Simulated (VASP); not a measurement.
Input of a VASP 6.6.1 run:

File INCAR:

```
  PREC = Accurate
  ENCUT = 520
  EDIFF = 1E-6
  ISMEAR = 0
  SIGMA = 0.01
  LREAL = F
  LASPH = T
  NELM = 60
  ALGO = Normal
  ISIF = 2
  LWAVE = F
  LCHARG = T
  GGA = CA
  LELF = T
  LVHAR = T
  NBANDS = 26
```

File KPOINTS:

```
regular mesh
0
Gamma
  8 8 4
```

The input POSCAR:

```
GaN
1.0
    3.0844851578      0.0000000000      0.0000000000
   -1.5422425789      2.6712425043      0.0000000000
    0.0000000000      0.0000000000      5.0304960996
Ga N
2 2
Direct
    0.3333333333      0.6666666667     -0.0005607598
    0.6666666667      0.3333333333      0.4994392402
    0.3333333333      0.6666666667      0.3755607598
    0.6666666667      0.3333333333      0.8755607598
```

Potentials or basis: VASP PAW LDA potentials, release 64 (Ga_d, N).

Launch:

```sh
$ cat potpaw_LDA.64/Ga_d/POTCAR potpaw_LDA.64/N/POTCAR > POTCAR
$ mpirun -np 1 vasp_std > vasp.out
```

Task: Predict the pressure.

Result: 16.4 GPa.

Task: What does it give for the band gap on the k mesh?

Result: 2.58 eV, direct.
